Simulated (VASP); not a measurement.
# Sb (Im-3m) in VASP: notebook

Aim: see how the results for Sb move with the level of theory and the settings. Levels: PBE-based screened hybrid with 25 % exact exchange, PBEsol-based global hybrid with 25 % exact exchange. Tasks: single point.

Program: VASP 6.6.1. These are calculated values, not measurements. Logs are shortened: lines on timing, memory, paths and dates and some standing lists are left out, and cuts for length are marked.

## 1. The cell of the first run

It takes space group Im-3m (No. 229, cubic). The conventional cell has a = 3.743 Å, b = 3.743 Å, c = 3.743 Å, α = 90.00°, β = 90.00°, γ = 90.00°. Within 4.3 Å of Sb (site symmetry m-3m) lie 14 Sb at 3.24 to 3.74 Å.

This isn't the form of Sb at room conditions, which is rhombohedral.

## 2. Single point, PBE-based screened hybrid with 25 % exact exchange

File POSCAR:

```
Sb
1.0
   -1.8713408863      1.8713408863      1.8713408863
    1.8713408863     -1.8713408863      1.8713408863
    1.8713408863      1.8713408863     -1.8713408863
Sb
1
Direct
    0.0000000000      0.0000000000      0.0000000000
```

File INCAR.step1:

```
ALGO = Normal ; EDIFF = 1E-5
ENCUT = 400 ; GGA = PE
GGA_COMPAT = False ; ISIF = 2
ISMEAR = -1 ; LASPH = True
LCHARG = False ; LREAL = False
LWAVE = True ; NBANDS = 14
NELM = 120 ; PREC = Accurate
SIGMA = 0.05
```

File INCAR.step2:

```
AEXX = 0.25 ; ALGO = Normal
EDIFF = 1E-6 ; ENCUT = 400
GGA = PE ; GGA_COMPAT = False
HFSCREEN = 0.2 ; ISIF = 2
ISMEAR = -1 ; ISTART = 1
LASPH = True ; LCHARG = False
LHFCALC = True ; LREAL = False
LWAVE = False ; NBANDS = 14
NELM = 120 ; PREC = Accurate
PRECFOCK = Normal ; SIGMA = 0.05
```

File KPOINTS:

```
k-points
0
Gamma
  5 5 5
```

Potentials or basis: VASP PAW PBE potentials, release 64 (Sb_d_GW).

On the command line:

```console
$ cat potpaw_PBE.64/Sb_d_GW/POTCAR > POTCAR
$ cp INCAR.step1 INCAR
$ mpirun -np 1 vasp_std > vasp.out
$ cp INCAR.step2 INCAR
$ mpirun -np 1 vasp_std > vasp.out
```

OUTCAR:

```text
AEXX = 0.25
   EDIFF = 1E-6
   ENCUT = 400
   GGA = PE
   HFSCREEN = 0.2
   ISIF = 2
   ISMEAR = -1
   ISTART = 1
   LASPH = True
   LHFCALC = True
   LREAL = False
   NELM = 120
   PREC = Accurate
   PRECFOCK = Normal

 ion  position               nearest neighbor table
   1  0.000  0.000  0.000-

  LATTYP: Found a body centered cubic cell.
 ALAT       =     3.7426817726

  Lattice vectors:

 A1 = (  -1.8713408863,   1.8713408863,   1.8713408863)
 A2 = (   1.8713408863,  -1.8713408863,   1.8713408863)
 A3 = (   1.8713408863,   1.8713408863,  -1.8713408863)

Analysis of symmetry for initial positions (statically):
=====================================================================
 Subroutine PRICEL returns:
 Original cell was already a primitive cell.

 Routine SETGRP: Setting up the symmetry group for a
 body centered cubic supercell.

 Subroutine GETGRP returns: Found 48 space group operations
 (whereof 48 operations were pure point group operations)
 out of a pool of 48 trial point group operations.

The static configuration has the point symmetry O_h .

Analysis of symmetry for dynamics (positions and initial velocities):
=====================================================================
 Subroutine PRICEL returns:
 Original cell was already a primitive cell.

 Routine SETGRP: Setting up the symmetry group for a
 body centered cubic supercell.

 Subroutine GETGRP returns: Found 48 space group operations
 (whereof 48 operations were pure point group operations)
 out of a pool of 48 trial point group operations.

The dynamic configuration has the point symmetry O_h .

 Subroutine INISYM returns: Found 48 space group operations
 (whereof 48 operations are pure point group operations),
 and found     1 'primitive' translations

----------------------------------------------------------------------------------------

                                     Primitive cell

  volume of cell :      26.2131

  direct lattice vectors                    reciprocal lattice vectors
    -1.871340886  1.871340886  1.871340886     0.000000000  0.267188092  0.267188092
     1.871340886 -1.871340886  1.871340886     0.267188092  0.000000000  0.267188092
     1.871340886  1.871340886 -1.871340886     0.267188092  0.267188092  0.000000000

  length of vectors
     3.241257493  3.241257493  3.241257493     0.377861023  0.377861023  0.377861023

  position of ions in fractional coordinates (direct lattice)
     0.000000000  0.000000000  0.000000000

  ion indices of the primitive-cell ions
   primitive index   ion index
                 1           1

----------------------------------------------------------------------------------------

 KPOINTS: k-points

Automatic generation of k-mesh.
 Grid dimensions read from file:
 generate k-points for:    5    5    5

 Generating k-lattice:

  Cartesian coordinates                     Fractional coordinates (reciprocal lattice)
     0.000000000  0.053437618  0.053437618     0.200000000  0.000000000  0.000000000
     0.053437618  0.000000000  0.053437618     0.000000000  0.200000000  0.000000000
     0.053437618  0.053437618  0.000000000     0.000000000  0.000000000  0.200000000

  Length of vectors
     0.075572205  0.075572205  0.075572205

  Shift w.r.t. Gamma in fractional coordinates (k-lattice)
     0.000000000  0.000000000  0.000000000

 Subroutine IBZKPT returns following result:
 ===========================================

 Found     10 irreducible k-points:

 Following reciprocal coordinates:
            Coordinates               Weight
  0.000000  0.000000  0.000000      1.000000
  0.200000  0.000000  0.000000     12.000000
  0.400000  0.000000  0.000000     12.000000
  0.200000  0.200000  0.000000     24.000000
  0.400000  0.200000  0.000000     24.000000
  0.200000  0.200000  0.200000      8.000000
 -0.200000  0.200000  0.200000      6.000000
 -0.400000  0.400000  0.200000     24.000000
 -0.400000 -0.400000  0.200000      8.000000
 -0.400000  0.400000  0.400000      6.000000
   k-points           NKPTS =     10   k-points in BZ     NKDIM =    125   number of bands    NBANDS=     14
   number of dos      NEDOS =    301   number of ions     NIONS =      1
   total plane-waves  NPLWV =  13824
   dimension x,y,z NGX =    24 NGY =   24 NGZ =   24
   dimension x,y,z NGXF=    48 NGYF=   48 NGZF=   48
   ions per type =               1
   NGX,Y,Z   is equivalent  to a cutoff of  12.31, 12.31, 12.31 a.u.
   NGXF,Y,Z  is equivalent  to a cutoff of  24.62, 24.62, 24.62 a.u.
 SYSTEM =  unknown system
   PREC   = accura    normal or accurate (medium, high low for compatibility)
   ISTART =      1    job   : 0-new  1-cont  2-samecut
   ICHARG =      0    charge: 1-file 2-atom 10-const
   ISPIN  =      1    spin polarized calculation?
   LNONCOLLINEAR =      F non collinear calculations
   LSORBIT =      F    spin-orbit coupling
   LASPH  =      T    aspherical Exc in radial PAW
   ENCUT  =  400.0 eV  29.40 Ry    5.42 a.u.   5.29  5.29  5.29*2*pi/ulx,y,z
   NELM   =    120;   NELMIN=  2; NELMDL=  0     # of ELM steps
   EDIFF  = 0.1E-05   stopping-criterion for ELM
   LREAL  =      F    real-space projection
   EDIFFG = 0.1E-04   stopping-criterion for IOM
   NSW    =      0    number of steps for IOM
   IBRION =     -1    ionic relax: 0-MD 1-quasi-New 2-CG
   NFREE  =      0    steps in history (QN), initial steepest desc. (CG)
   ISIF   =      2    stress and relaxation
   ISYM   =      3    0-nonsym 1-usesym 2-fastsym
   POTIM  = 0.5000    time-step for ionic-motion
   TEBEG  =    0.0;   TEEND  =   0.0 temperature during run
   PSTRESS=    0.0 pullay stress
   NELECT =      15.0000    total number of electrons
   NUPDOWN=      -1.0000    fix difference up-down
   EMIN   =  10.00;   EMAX   =-10.00  energy-range for DOS
   EFERMI =   0.00;   METHOD = LEGACY
   ISMEAR =    -1;   SIGMA  =   0.05  broadening in eV -4-tet -1-fermi 0-gaus
   EFERMI_NEDOS =   21; number of points for ismear=-14 and -15
   IALGO  =     38    algorithm
   IMIX   =      1    mixing-type and parameters
     AMIX     =   0.40;   BMIX     =  1.00
     AMIX_MAG =   1.60;   BMIX_MAG =  1.00
  volume/ion in A,a.u.               =      26.21       176.89
  Fermi-wavevector in a.u.,A,eV,Ry     =   1.359145  2.568411 25.133691  1.847274
  Thomas-Fermi vector in A             =   2.485918
   LORBIT       =      0    0 simple, 1 ext, 2 COOP (PROOUT), +10 PAW based schemes
   GGA     = PE    functional components
   LHFCALC =     T    Hartree Fock is set to
   PRECFOCK=normal    Normal, Fast or Accurate (Low or Medium for compatibility)
   ENCUT4O =  -1.0   cutoff for four orbital integrals eV
   NKREDX  =     1    reduce k-point grid by
   NKREDY  =     1    reduce k-point grid by
   NKREDZ  =     1    reduce k-point grid by
   AEXX    =    0.2500 exact exchange contribution
   HFSCREEN=    0.2000 screening length (either q_TF or 0.3 A-1)
   HFSCREENC=   0.2000 screening length for correlation (either q_TF or 0.3 A-1)
   ENCUTFOCK=  -1.0 apply spherical cutoff to Coloumb kernel
   IVDW    =     0    specifies the selected vdW correction
   LEPSILON=     F    determine dielectric tensor
   LRPA    =     F    only Hartree local field effects (RPA)
 non-spin polarized calculation
  energy-cutoff  :      400.00
  volume of cell :       26.21
 maximum number of plane-waves:       482
 NGX is ok and might be reduce to    24
  NGX = 16; NGY = 16; NGZ = 16

 number of electron      14.9999987 magnetization

 Free energy of the ion-electron system (eV)
  ---------------------------------------------------
  ext. energy  EPLUGINS =         0.00000000
  ---------------------------------------------------
  free energy    TOTEN  =        -4.60927249 eV

  energy without entropy =       -4.58294345  energy(sigma->0) =       -4.59610797

 E-fermi :   6.6195     XC(G=0):  -8.8910

 val. band max:        4.8586804753   @ k =   0.2000   0.2000   0.2000
 cond. band min:       6.6235656399   @ k =   0.2000   0.2000   0.0000
 fundamental gap:      1.7648851646
 Fermi energy:         6.6195280929

 k-point     1 :       0.0000    0.0000    0.0000
  band No.  band energies     occupation
      1     -25.3858      2.00000
      2     -25.3858      2.00000
      3     -25.3858      2.00000
      4     -25.2995      2.00000
      5     -25.2995      2.00000
      6      -8.1185      2.00000
      7      12.9485      0.00000
      8      12.9485      0.00000
      9      12.9485      0.00000
     10      18.7132      0.00000
     11      18.7132      0.00000
     12      18.7132      0.00000
     13      19.0660      0.00000
     14      19.0660      0.00000

 k-point     2 :       0.2000    0.0000    0.0000
  band No.  band energies     occupation
      1     -25.3946      2.00000
      2     -25.3718      2.00000
      3     -25.3400      2.00000
      4     -25.3088      2.00000
      5     -25.3026      2.00000
      6      -7.1669      2.00000
      7       7.9118      0.00000
      8      10.8039      0.00000
      9      12.1745      0.00000
     10      15.4877      0.00000
     11      15.8811      0.00000
     12      18.5732      0.00000
     13      20.2092      0.00000
     14      22.1226      0.00000

 k-point     3 :       0.4000    0.0000    0.0000
  band No.  band energies     occupation
      1     -25.4085      2.00000
      2     -25.3652      2.00000
      3     -25.3087      2.00000
      4     -25.3070      2.00000
      5     -25.2641      2.00000
      6      -4.4595      2.00000
      7       1.5468      2.00000
      8       8.7768      0.00000
      9      11.0390      0.00000
     10      13.8882      0.00000
     11      14.3700      0.00000
     12      20.5085      0.00000
     13      22.0170      0.00000
     14      25.9762      0.00000
[... 86 lines left out ...]
 k-point     9 :      -0.4000   -0.4000    0.2000
  band No.  band energies     occupation
      1     -25.3561      2.00000
      2     -25.3561      2.00000
      3     -25.3427      2.00000
      4     -25.2737      2.00000
      5     -25.2737      2.00000
      6      -1.6106      2.00000
      7       2.5821      2.00000
      8       2.5821      2.00000
      9       9.1360      0.00000
     10      13.7815      0.00000
     11      13.7815      0.00000
     12      17.5593      0.00000
     13      25.2341      0.00000
     14      25.4099      0.00000

 k-point    10 :      -0.4000    0.4000    0.4000
  band No.  band energies     occupation
      1     -25.3796      2.00000
      2     -25.3717      2.00000
      3     -25.2781      2.00000
      4     -25.2781      2.00000
      5     -25.2753      2.00000
      6      -1.0853      2.00000
      7       4.3775      2.00000
      8       4.6471      2.00000
      9       4.6471      2.00000
     10      10.1453      0.00000
     11      12.4043      0.00000
     12      23.5024      0.00000
     13      24.5146      0.00000
     14      24.5146      0.00000

------------------------ aborting loop because EDIFF is reached ----------------------------------------

  FORCE on cell =-STRESS in cart. coord.  units (eV):
  Direction    XX          YY          ZZ          XY          YZ          ZX
  --------------------------------------------------------------------------------------
  -------------------------------------------------------------------------------------
  Total       -0.2315634     -0.2315634     -0.2315634      0.0000000     -0.0000000      0.0000000
  in kB      -14.1534302    -14.1534302    -14.1534302      0.0000000     -0.0000000      0.0000000
  external PRESSURE =     -14.1534302 kB  Pullay stress =       0.0000000 kB

 VOLUME and BASIS-vectors are now :
 -----------------------------------------------------------------------------
  energy-cutoff  :      400.00
  volume of cell :       26.21
      direct lattice vectors                 reciprocal lattice vectors
    -1.871340886  1.871340886  1.871340886     0.000000000  0.267188092  0.267188092
     1.871340886 -1.871340886  1.871340886     0.267188092  0.000000000  0.267188092
     1.871340886  1.871340886 -1.871340886     0.267188092  0.267188092  0.000000000

 POSITION                                       TOTAL-FORCE (eV/Angst)
 -----------------------------------------------------------------------------------
      0.00000      0.00000      0.00000        -0.000000      0.000000     -0.000000
 -----------------------------------------------------------------------------------
    total drift:                                0.000000      0.000000     -0.000001

  FREE ENERGIE OF THE ION-ELECTRON SYSTEM (eV)
  ---------------------------------------------------
  free  energy   TOTEN  =        -4.6092724870 eV

  energy  without entropy=       -4.5829434460  energy(sigma->0) =       -4.59610797
```

Wall time 4.6 min (1 thread of Intel Xeon Platinum 8259CL at 2.50GHz (Skylake/Cascade Lake), shared host); peak memory 0.25 GiB.

What came out:

* Free energy: -4.6093 eV
* Pressure: -1.4 GPa
* Band gap on the k mesh: zero (an odd number of electrons rules out a gap without spin polarisation)

Caveat: the k points lie up to 0.47 Å⁻¹ apart, too coarse for converged energies and pressures of a metal; the PAW data sets were made with another functional, which shifts forces and pressure a little; spin-orbit coupling is left out, which moves the levels of the heavy elements; an odd number of electrons without spin polarisation forces a metal; a magnetic or distorted state may lie lower.

(Part 1 of 2 ends here.)

The gap in the log of VASP goes by the Fermi energy; the results here count the filled bands.